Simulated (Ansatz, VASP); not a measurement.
**Two plane-wave programs on WS2**

The input INCAR:

```
SYSTEM = WS2
  ALGO = Normal
  EDIFF = 1E-6
  ENCUT = 520
  GGA = PS
  ISIF = 2
  ISMEAR = 0
  IVDW = 12
  LASPH = .TRUE.
  LCHARG = .FALSE.
  LREAL = .FALSE.
  LWAVE = .FALSE.
  NBANDS = 20
  NELM = 60
  PREC = Accurate
  SIGMA = 0.05
```

The input KPOINTS:

```
k-points
0
G
  12 12 2
  0 0 0
```

File POSCAR:

```
WS2
1.0
    3.1239380587      0.0000000000      0.0000000000
   -1.5619690294      2.7054097187      0.0000000000
    0.0000000000      0.0000000000     16.9375357456
W S
1 2
Direct
    0.3333333333      0.6666666667      0.0008072152
    0.6666666667      0.3333333333      0.9048367852
    0.6666666667      0.3333333333      0.0905344422
```

Input for Ansatz:

```yaml
crystal:
  lattice:
    - [3.1239380587, 0.0, 0.0]
    - [-1.5619690294, 2.7054097187, 0.0]
    - [0.0, 0.0, 16.9375357456]
  atoms:
    - { symbol: W, position: [0.3333333333, 0.6666666667, 0.0008072152] }
    - { symbol: S, position: [0.6666666667, 0.3333333333, 0.9048367852] }
    - { symbol: S, position: [0.6666666667, 0.3333333333, 0.0905344422] }
basis:
  ecutwfc: 420
kpoints:
  mp_grid: { grid: [12, 12, 2] }
hamiltonian:
  xc: pbesol
  pseudopotentials: { kind: paw, azcp: { folder: soft_1 } }
  dispersion: d3bj
scf:
  occupations: { method: gaussian, width: 0.05 }
output:
  forces: true
  stress: true
  eigenvalues: true
```

Change from the starting cell: mode 4 frozen in at +0.000 Å and mode 9 at -0.039 Å (largest displacements).

Alike in both runs: task single point; functional PBEsol; dispersion D3(BJ); k mesh 12 × 12 × 2; occupations gaussian, width 0.05 eV; no spin polarisation.

|  | VASP | Ansatz |
| --- | --- | --- |
| version | VASP 6.6.1 | Ansatz 0.2.0 |
| potentials or method | VASP PAW PBE potentials, release 64 (W_sv, S), cutoff 520 eV | scalar-relativistic, plane waves, PAW |
| valence electrons in the cell | 26 | 26 |

|  | VASP | Ansatz | Ansatz less VASP |
| --- | --- | --- | --- |
| gap on the k mesh at the Fermi level (eV) | 1.97 | 1.97 | 0.000 |
| least direct gap on the mesh (eV) | 2.04 | 2.04 | -0.004 |
| rms of the force components (eV/Å) | 0.739 | 0.738 | -0.0015 |

VASP's potentials were made for PBE, not for PBEsol, and Ansatz warns of the same on its side. Atom by atom the forces differ by 0.010 eV/Å (rms over components).

Spin-orbit coupling is off throughout.
